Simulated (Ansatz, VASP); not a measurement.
One calculation of Zn, two programs

```
Zn
1.0
    -1.56607    1.56607    1.56607
     1.56607   -1.56607    1.56607
     1.56607    1.56607   -1.56607
Zn
1
Direct
  0.00000 0.00000 0.00000
```

Alike in both runs: functional PBE; k mesh 24 × 24 × 24; occupations gaussian, width 0.1 eV; no spin polarisation.

Ansatz relaxed the structure, and its values are those at the end. VASP's run is a single point on that final structure, the one shown.

|  | VASP | Ansatz |
| --- | --- | --- |
| version | VASP 6.6.1 | Ansatz 0.2.0 |
| potentials or method | VASP PAW PBE potentials, release 64 (Zn), cutoff 520 eV | scalar-relativistic, plane waves, PAW |
| valence electrons in the cell | 12 | 12 |

Ansatz gave:

```
gap on the k mesh at the Fermi level (eV) : none
pressure (GPa)                            : 0.0
```

Task: Which values does VASP return?

Result: gap on the k mesh at the Fermi level (eV): none; pressure (GPa): 0.3.

A gap of «none» marks a metal or a gap that the smearing closes.
